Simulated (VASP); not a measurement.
# Ta in VASP: single point with r2SCAN

Aim: the single point of Ta with r2SCAN.

Program: VASP 6.6.1. These are calculated values, not measurements. Logs are shortened: lines on timing, memory, paths and dates and some standing lists are left out, and cuts for length are marked.

### 1 The cell of the first run

The cell holds a slab with vacuum, 5 atoms: a = 2.862 Å, b = 2.862 Å, c = 24.347 Å, α = 90.00°, β = 90.00°, γ = 109.47°.

### 2 Single point, r2SCAN

The input, POSCAR:

```
Ta
1.0
    2.8618444457      0.0000000000      0.0000000000
   -0.9539481486      2.6981728190      0.0000000000
    0.0000000000      0.0000000000     24.3467448203
Ta
5
Direct
    0.5000000000      0.5000000000      0.3126956931
    0.0000000000      0.0000000000      0.4042427118
    0.5000000000      0.5000000000      0.5000000027
    0.0000000000      0.0000000000      0.5957572846
    0.5000000000      0.5000000000      0.6873043078
```

The input, INCAR.step1:

```
SYSTEM = Ta
PREC = Accurate
ENCUT = 520
ISMEAR = 0
SIGMA = 0.1
LREAL = .False.
LASPH = .True.
NELM = 60
LDIPOL = .True.
IDIPOL = 3
DIPOL = 0.5 0.5 0.500
NBANDS = 36
GGA = PE
ALGO = Normal
EDIFF = 1E-4
LWAVE = .True.
LCHARG = .False.
```

The input, INCAR.step2:

```
SYSTEM = Ta
PREC = Accurate
ENCUT = 520
EDIFF = 1E-6
ISMEAR = 0
SIGMA = 0.1
LREAL = .False.
LASPH = .True.
NELM = 60
ALGO = Normal
ISIF = 2
LWAVE = .False.
LCHARG = .False.
LDIPOL = .True.
IDIPOL = 3
DIPOL = 0.5 0.5 0.500
METAGGA = R2SCAN
LMIXTAU = .True.
NBANDS = 36
ISTART = 1
```

The input, KPOINTS:

```
regular mesh
0
Gamma
  13 13 1
  0 0 0
```

Potentials or basis: VASP PAW PBE potentials, release 64 (Ta_pv).

Run with:

```
> cat potpaw_PBE.64/Ta_pv/POTCAR > POTCAR
> cp INCAR.step1 INCAR
> mpirun -np 1 vasp_std > vasp.out
> cp INCAR.step2 INCAR
> mpirun -np 1 vasp_std > vasp.out
```

OUTCAR:

```text
SYSTEM = Ta
   PREC = Accurate
   ENCUT = 520
   EDIFF = 1E-6
   ISMEAR = 0
   LREAL = .False.
   LASPH = .True.
   NELM = 60
   ISIF = 2
   METAGGA = R2SCAN
   ISTART = 1

 ion  position               nearest neighbor table
   1  0.500  0.500  0.313-   2 2.77   2 2.77   2 3.23   2 3.23
   2  0.000  0.000  0.404-   1 2.77   1 2.77   3 2.86   3 2.86   1 3.23   1 3.23   3 3.30   3 3.30

   3  0.500  0.500  0.500-   4 2.86   4 2.86   2 2.86   2 2.86   4 3.30   4 3.30   2 3.30   2 3.30

   4  0.000  0.000  0.596-   5 2.77   5 2.77   3 2.86   3 2.86   5 3.23   5 3.23   3 3.30   3 3.30

   5  0.500  0.500  0.687-   4 2.77   4 2.77   4 3.23   4 3.23

  LATTYP: Found a base centered orthorhombic cell.
 ALAT       =     3.3045733222
 B/A-ratio  =     1.4142135624
 C/A-ratio  =     7.3675910463

  Lattice vectors:

 A1 = (   2.8618444457,   0.0000000000,   0.0000000000)
 A2 = (  -0.9539481486,   2.6981728190,   0.0000000000)
 A3 = (   0.0000000000,   0.0000000000,  24.3467448203)

Analysis of symmetry for initial positions (statically):
=====================================================================
 Subroutine PRICEL returns:
 Original cell was already a primitive cell.

 Routine SETGRP: Setting up the symmetry group for a
 base centered orthorhombic supercell.

 Subroutine GETGRP returns: Found  8 space group operations
 (whereof  8 operations were pure point group operations)
 out of a pool of  8 trial point group operations.

The static configuration has the point symmetry D_2h.

Analysis of symmetry for dynamics (positions and initial velocities):
=====================================================================
 Subroutine PRICEL returns:
 Original cell was already a primitive cell.

 Routine SETGRP: Setting up the symmetry group for a
 base centered orthorhombic supercell.

 Subroutine GETGRP returns: Found  8 space group operations
 (whereof  8 operations were pure point group operations)
 out of a pool of  8 trial point group operations.

The dynamic configuration has the point symmetry D_2h.

 Subroutine INISYM returns: Found  8 space group operations
 (whereof  8 operations are pure point group operations),
 and found     1 'primitive' translations

----------------------------------------------------------------------------------------

                                     Primitive cell

  volume of cell :     187.9995

  direct lattice vectors                    reciprocal lattice vectors
     2.861844446  0.000000000  0.000000000     0.349425002  0.123540394  0.000000000
    -0.953948149  2.698172819  0.000000000     0.000000000  0.370621182  0.000000000
     0.000000000  0.000000000 24.346744820     0.000000000  0.000000000  0.041073253

  length of vectors
     2.861844446  2.861844446 24.346744820     0.370621182  0.370621182  0.041073253

  position of ions in fractional coordinates (direct lattice)
     0.500000000  0.500000000  0.312695693
     0.000000000  0.000000000  0.404242712
     0.500000000  0.500000000  0.500000003
     0.000000000  0.000000000  0.595757285
     0.500000000  0.500000000  0.687304308

  ion indices of the primitive-cell ions
   primitive index   ion index
                 1           1
                 2           2
                 3           3
                 4           4
                 5           5

----------------------------------------------------------------------------------------

 KPOINTS: regular mesh

Automatic generation of k-mesh.
 Grid dimensions read from file:
 generate k-points for:   13   13    1

 Generating k-lattice:

  Cartesian coordinates                     Fractional coordinates (reciprocal lattice)
     0.026878846  0.009503107  0.000000000     0.076923077  0.000000000  0.000000000
     0.000000000  0.028509322  0.000000000     0.000000000  0.076923077  0.000000000
     0.000000000  0.000000000  0.041073253     0.000000000  0.000000000  1.000000000

  Length of vectors
     0.028509322  0.028509322  0.041073253

  Shift w.r.t. Gamma in fractional coordinates (k-lattice)
     0.000000000  0.000000000  0.000000000

 Subroutine IBZKPT returns following result:
 ===========================================

 Found     49 irreducible k-points:

 Following reciprocal coordinates:
            Coordinates               Weight
  0.000000  0.000000  0.000000      1.000000
  0.076923 -0.000000  0.000000      4.000000
  0.153846 -0.000000  0.000000      4.000000
  0.230769 -0.000000  0.000000      4.000000
  0.307692 -0.000000  0.000000      4.000000
  0.384615 -0.000000  0.000000      4.000000
[... 16 lines left out ...]
  0.384615  0.153846  0.000000      4.000000
  0.461538  0.153846  0.000000      4.000000
 [... further k-points ...]
   k-points           NKPTS =     49   k-points in BZ     NKDIM =     49   number of bands    NBANDS=     36
   number of dos      NEDOS =    301   number of ions     NIONS =      5
   total plane-waves  NPLWV = 110592
   dimension x,y,z NGX =    24 NGY =   24 NGZ =  192
   dimension x,y,z NGXF=    48 NGYF=   48 NGZF=  384
   ions per type =               5
   NGX,Y,Z   is equivalent  to a cutoff of  13.94, 13.94, 13.11 a.u.
   NGXF,Y,Z  is equivalent  to a cutoff of  27.88, 27.88, 26.22 a.u.
 SYSTEM =  Ta
   PREC   = accura    normal or accurate (medium, high low for compatibility)
   ISTART =      1    job   : 0-new  1-cont  2-samecut
   ICHARG =      0    charge: 1-file 2-atom 10-const
   ISPIN  =      1    spin polarized calculation?
   LNONCOLLINEAR =      F non collinear calculations
   LSORBIT =      F    spin-orbit coupling
   LASPH  =      T    aspherical Exc in radial PAW
   ENCUT  =  520.0 eV  38.22 Ry    6.18 a.u.   5.32  5.32 45.27*2*pi/ulx,y,z
   NELM   =     60;   NELMIN=  2; NELMDL=  0     # of ELM steps
   EDIFF  = 0.1E-05   stopping-criterion for ELM
   LREAL  =      F    real-space projection
   EDIFFG = 0.1E-04   stopping-criterion for IOM
   NSW    =      0    number of steps for IOM
   IBRION =     -1    ionic relax: 0-MD 1-quasi-New 2-CG
   NFREE  =      0    steps in history (QN), initial steepest desc. (CG)
   ISIF   =      2    stress and relaxation
   ISYM   =      2    0-nonsym 1-usesym 2-fastsym
   POTIM  = 0.5000    time-step for ionic-motion
   TEBEG  =    0.0;   TEEND  =   0.0 temperature during run
   PSTRESS=    0.0 pullay stress
   NELECT =      55.0000    total number of electrons
   NUPDOWN=      -1.0000    fix difference up-down
   EMIN   =  10.00;   EMAX   =-10.00  energy-range for DOS
   EFERMI =   0.00;   METHOD = LEGACY
   ISMEAR =     0;   SIGMA  =   0.10  broadening in eV -4-tet -1-fermi 0-gaus
   EFERMI_NEDOS =   21; number of points for ismear=-14 and -15
   IALGO  =     38    algorithm
   IMIX   =      4    mixing-type and parameters
     AMIX     =   0.40;   BMIX     =  1.00
     AMIX_MAG =   1.60;   BMIX_MAG =  1.00
  volume/ion in A,a.u.               =      37.60       253.74
  Fermi-wavevector in a.u.,A,eV,Ry     =   1.086785  2.053725 16.069853  1.181101
  Thomas-Fermi vector in A             =   2.222929
   LORBIT       =      0    0 simple, 1 ext, 2 COOP (PROOUT), +10 PAW based schemes
   METAGGA = R2SCAN    functional components
   LHFCALC =     F    Hartree Fock is set to
   AEXX    =    0.0000 exact exchange contribution
   IVDW    =     0    specifies the selected vdW correction
   LEPSILON=     F    determine dielectric tensor
   LRPA    =     F    only Hartree local field effects (RPA)
 non-spin polarized calculation
 Gauss-broadening in eV      SIGMA  =   0.10
  energy-cutoff  :      520.00
  volume of cell :      188.00
 maximum number of plane-waves:      5102
 NGX is ok and might be reduce to    24
   NGX = 11   NGY = 11   NGZ = 91

 number of electron      54.9999998 magnetization

 dipolmoment           0.000000      0.000000     -0.000000 electrons x Angstroem

 Free energy of the ion-electron system (eV)
  ---------------------------------------------------
  ext. energy  EPLUGINS =         0.00000000
  ---------------------------------------------------
  free energy    TOTEN  =      -240.45877518 eV

  energy without entropy =     -240.42512502  energy(sigma->0) =     -240.44195010

 E-fermi :   0.1804     XC(G=0):  -7.3472

 val. band max:        0.1772988660   @ k =  -0.4615   0.0769   0.0000
 cond. band min:       0.1866722390   @ k =   0.3846   0.2308   0.0000
 fundamental gap:      0.0093733731
 Fermi energy:         0.1804462435

 k-point     1 :       0.0000    0.0000    0.0000
  band No.  band energies     occupation
      1     -35.4027      2.00000
      2     -35.3373      2.00000
      3     -34.8901      2.00000
      4     -34.6411      2.00000
      5     -34.6368      2.00000
      6     -34.4426      2.00000
[... 28 lines left out ...]
     35       3.7177      0.00000
     36       3.7529      0.00000

 k-point     2 :       0.0769   -0.0000    0.0000
  band No.  band energies     occupation
      1     -35.3861      2.00000
      2     -35.3282      2.00000
      3     -34.9035      2.00000
      4     -34.6846      2.00000
      5     -34.6537      2.00000
      6     -34.4599      2.00000
[... 28 lines left out ...]
     35       3.5738      0.00000
     36       3.7905      0.00000

 k-point     3 :       0.1538   -0.0000    0.0000
  band No.  band energies     occupation
      1     -35.3406      2.00000
      2     -35.3050      2.00000
      3     -34.9520      2.00000
      4     -34.8127      2.00000
      5     -34.7239      2.00000
      6     -34.5151      2.00000
[... 28 lines left out ...]
     35       3.4330      0.00000
     36       3.5944      0.00000
[... 742 lines left out ...]
 k-point    23 :       0.3846    0.1538    0.0000
  band No.  band energies     occupation
      1     -35.3795      2.00000
      2     -35.3650      2.00000
      3     -35.2760      2.00000
      4     -35.2291      2.00000
      5     -35.0149      2.00000
      6     -34.8401      2.00000
[... 28 lines left out ...]
     35       4.4717      0.00000
     36       4.5515      0.00000

 k-point    24 :       0.4615    0.1538    0.0000
  band No.  band energies     occupation
      1     -35.4358      2.00000
      2     -35.4268      2.00000
      3     -35.2914      2.00000
      4     -35.2504      2.00000
      5     -35.0655      2.00000
      6     -34.8958      2.00000
[... 28 lines left out ...]
     35       4.4043      0.00000
     36       4.4649      0.00000

 [... further k-points ...]

------------------------ aborting loop because EDIFF is reached ----------------------------------------

 vacuum level on the upper side and lower side of the slab       (xc-potential included)        -0.018        -0.018

  FORCE on cell =-STRESS in cart. coord.  units (eV):
  Direction    XX          YY          ZZ          XY          YZ          ZX
  --------------------------------------------------------------------------------------
  -------------------------------------------------------------------------------------
  Total       -1.9949709     -1.8963773      0.2745742      0.1394324      0.0000000      0.0000000
  in kB      -17.0016260    -16.1613872      2.3399882      1.1882770      0.0000000      0.0000000
  external PRESSURE =     -10.2743417 kB  Pullay stress =       0.0000000 kB

 VOLUME and BASIS-vectors are now :
 -----------------------------------------------------------------------------
  energy-cutoff  :      520.00
  volume of cell :      188.00
      direct lattice vectors                 reciprocal lattice vectors
     2.861844446  0.000000000  0.000000000     0.349425002  0.123540394  0.000000000
    -0.953948149  2.698172819  0.000000000     0.000000000  0.370621182  0.000000000
     0.000000000  0.000000000 24.346744820     0.000000000  0.000000000  0.041073253

 POSITION                                       TOTAL-FORCE (eV/Angst)
 -----------------------------------------------------------------------------------
      0.95395      1.34909      7.61312        -0.000000     -0.000000     -0.029817
      0.00000      0.00000      9.84199        -0.000000      0.000000     -0.004148
      0.95395      1.34909     12.17337         0.000000      0.000000      0.000000
      0.00000      0.00000     14.50475         0.000000      0.000000      0.004148
      0.95395      1.34909     16.73362        -0.000000      0.000000      0.029817
 -----------------------------------------------------------------------------------
    total drift:                               -0.000000     -0.000000      0.000001

  FREE ENERGIE OF THE ION-ELECTRON SYSTEM (eV)
  ---------------------------------------------------
  free  energy   TOTEN  =      -240.4587751762 eV

  energy  without entropy=     -240.4251250221  energy(sigma->0) =     -240.44195010

 vacuum level on the upper side and lower side of the slab         5.008         5.008
```

Run time: 47 min. Hardware: 1 thread of Intel Xeon 8259CL, shared host; peak memory 0.51 GiB.

What came out:

```yaml
Free_energy: -240.4588 eV
Largest_force: 0.030 eV/Å
Band_gap_on_the_k_mesh: zero (an odd number of electrons rules out a gap without spin polarisation)
```

Forces on the atoms (eV/Å):
```
Ta   0.000  0.000 -0.030
Ta   0.000  0.000 -0.004
Ta   0.000  0.000  0.000
Ta   0.000  0.000  0.004
Ta   0.000  0.000  0.030
```

Caveat: the PAW data sets were made with another functional, which shifts forces and pressure a little; spin-orbit coupling is left out, which moves the levels of the heavy elements.
